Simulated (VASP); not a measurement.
Runs of VASP 6.6.1 on Si2Ni. The structure is that of space group Fm-3m (No. 225), or close to it. The cells are those of the table. 

| level | spin | U | fixed moment (μB) | cell | k mesh | cutoff (eV) | smearing | LDAUTYPE | hund's J | gap on the mesh (eV) | pressure (GPa) | moment (μB) |
| --- | --- | --- | --- | --- | --- | --- | --- | --- | --- | --- | --- | --- |
| PBEsol | collinear, zero start | - | 0.0 | a = 3.790, b = 3.716, c = 3.843 Å, angles 60.6, 59.8, 60.1°, 3 atoms | 2 × 2 × 2, shifted | 600 | methfessel-paxton 0.1 eV | - | - | - | (a) | 0.00 |
| PBE+D4 | off | - | - | a = 3.724 Å, angles 60.0°, 3 atoms | 6 × 6 × 6 | 600 | methfessel-paxton 0.07 eV | - | - | none | 12.9 | - |
| PBE | off | - | - | a = 3.809 Å, angles 60.0°, 3 atoms | 6 × 6 × 6 | 600 | gaussian 0.1 eV | - | - | none | 5.6 | - |
| PBE | off | - | - | a = 3.488 Å, angles 60.0°, 3 atoms | 2 × 2 × 2 | 520 | fermi-dirac 0.22 eV | - | - | none | 93.7 | - |
| PBEsol+U | collinear, zero start | Ni d U = 5.8 eV, J = 0.36 eV | - | a = 3.809 Å, angles 60.0°, 3 atoms | 2 × 2 × 2 | 600 | fermi-dirac 0.00861733 eV | 1 | 0.36 | none | (c) | 0.00 |
| PBE | off | - | - | a = 3.809 Å, angles 60.0°, 3 atoms | 2 × 2 × 2 | 600 | gaussian 0.0054 eV | - | - | none | 7.2 | - |
| PBE+D3(BJ) | off | - | - | a = 3.809 Å, angles 60.0°, 3 atoms | 6 × 6 × 6 | 600 | gaussian 0.1 eV | - | - | none | (b) | - |
| PBE | off | - | - | a = 3.809 Å, angles 60.0°, 3 atoms | 4 × 4 × 4 | 600 | gaussian 0.1 eV | - | - | none | 5.8 | - |

Alike in all rows: task single point; potentials or basis VASP PAW PBE potentials, release 64 (Si, Ni).

Task: Fill in the values left out.

Result: (a) 0.1; (b) -0.1; (c) -3.2.

Caveats: some runs use coarse meshes; the PAW data sets were made with another functional, which shifts forces and pressure a little (some runs); pairwise dispersion overbinds metals, which lowers pressure and volume (some runs); the total moment is fixed, so each spin has its own Fermi level (some runs); the U is typed as a test and isn't derived for this compound (some runs).

A gap of «none» marks levels without a gap at the run's occupations.
